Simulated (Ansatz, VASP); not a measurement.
One calculation of LiF, two programs

```
Li F
1.0
     2.87026    0.00000    0.00000
    -1.43513    2.48572    0.00000
     0.00000    0.00000    4.86021
Li F
2 2
Direct
  0.33333 0.66667 0.38398
  0.66667 0.33333 0.88398
  0.33333 0.66667 0.99102
  0.66667 0.33333 0.49102
```

Alike in both runs: task single point; functional LDA; k mesh 9 × 9 × 6; occupations gaussian, width 0.05 eV; no spin polarisation.

|  | VASP | Ansatz |
| --- | --- | --- |
| version | VASP 6.6.1 | Ansatz 0.2.0 |
| potentials or method | VASP PAW LDA potentials, release 64 (Li_sv, F), cutoff 520 eV | scalar-relativistic, plane waves, PAW |
| valence electrons in the cell | 20 | 20 |

Ansatz gave:

```
gap on the k mesh at the Fermi level (eV) : 8.32
least direct gap on the mesh (eV)         : 8.32
rms of the force components (eV/Å)        : 0.258
```

**Question.** Which values does VASP return?

**Answer.** gap on the k mesh at the Fermi level (eV): 8.31; least direct gap on the mesh (eV): 8.31; rms of the force components (eV/Å): 0.262.

LDA's correlation is that of Perdew and Zunger in VASP and of Perdew and Wang (1992) in Ansatz. Atom by atom the forces differ by 0.003 eV/Å (rms over components).

Noted on VASP's run: the cutoff is short for stress, so the pressure is rough.
